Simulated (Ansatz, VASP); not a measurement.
## AlNi in VASP and in Ansatz

INCAR

```
PREC = Accurate
ENCUT = 520
EDIFF = 1E-6
ISMEAR = 0
SIGMA = 0.15
LREAL = False
LASPH = True
NELM = 80
ALGO = Fast
ISIF = 2
LWAVE = False
LCHARG = False
GGA = PE
NBANDS = 28
```

The input KPOINTS:

```
Automatic mesh
0
Gamma
  15 15 5
```

POSCAR

```
AlNi
1.0
    0.0000000000     -2.8927237813      0.0000000000
    0.0000000000      0.0000000000     -2.8927237813
   11.8781713440     -0.4821206302     -0.4821206302
Al Ni
3 3
Direct
    0.9086752172     -0.0913247828      0.5479486968
    0.9898528019     -0.0101471981      0.0608831885
    0.9492640096     -0.0507359904      0.3044159427
    0.3883808210      0.3883808210      0.6697150738
    0.4695584057      0.4695584057      0.1826495656
    0.4289696134      0.4289696134      0.4261823197
```

Input for Ansatz:

```yaml
crystal:
  lattice:
    - [0.0, -2.8927237813, 0.0]
    - [0.0, 0.0, -2.8927237813]
    - [11.878171344, -0.4821206302, -0.4821206302]
  atoms:
    - { symbol: Al, position: [0.9086752172, -0.0913247828, 0.5479486968] }
    - { symbol: Al, position: [0.9898528019, -0.0101471981, 0.0608831885] }
    - { symbol: Al, position: [0.9492640096, -0.0507359904, 0.3044159427] }
    - { symbol: Ni, position: [0.388380821, 0.388380821, 0.6697150738] }
    - { symbol: Ni, position: [0.4695584057, 0.4695584057, 0.1826495656] }
    - { symbol: Ni, position: [0.4289696134, 0.4289696134, 0.4261823197] }
basis:
  ecutwfc: 520.0
kpoints:
  mp_grid: { grid: [15, 15, 5] }
hamiltonian:
  xc: pbe
  pseudopotentials: { kind: paw, azcp: { folder: soft_1 } }
scf:
  occupations: { method: gaussian, width: 0.15 }
output:
  forces: true
  stress: true
  eigenvalues: true
```

Alike in both runs: task single point; functional PBE; k mesh 15 × 15 × 5; occupations gaussian, width 0.15 eV; no spin polarisation.

|  | VASP | Ansatz |
| --- | --- | --- |
| version | VASP 6.6.1 | Ansatz 0.2.0 |
| potentials or method | VASP PAW PBE potentials, release 64 (Al, Ni), cutoff 520 eV | scalar-relativistic, plane waves, PAW |
| valence electrons in the cell | 39 | 63 |

```csv
,VASP,Ansatz,Ansatz less VASP
gap on the k mesh at the Fermi level (eV),none,none,-
pressure (GPa),-4.1,-4.1,-0.08
"traceless stress, the component that is largest in VASP (GPa)",1.84,1.88,+0.041
rms of the force components (eV/Å),0.282,0.286,+0.0041
```

Atom by atom the forces differ by 0.004 eV/Å (rms over components). A gap of «none» marks a metal or a gap that the smearing closes. VASP's potentials hold 39 valence electrons a cell and Ansatz's 63, so a difference there can come from the potentials and not from the codes.
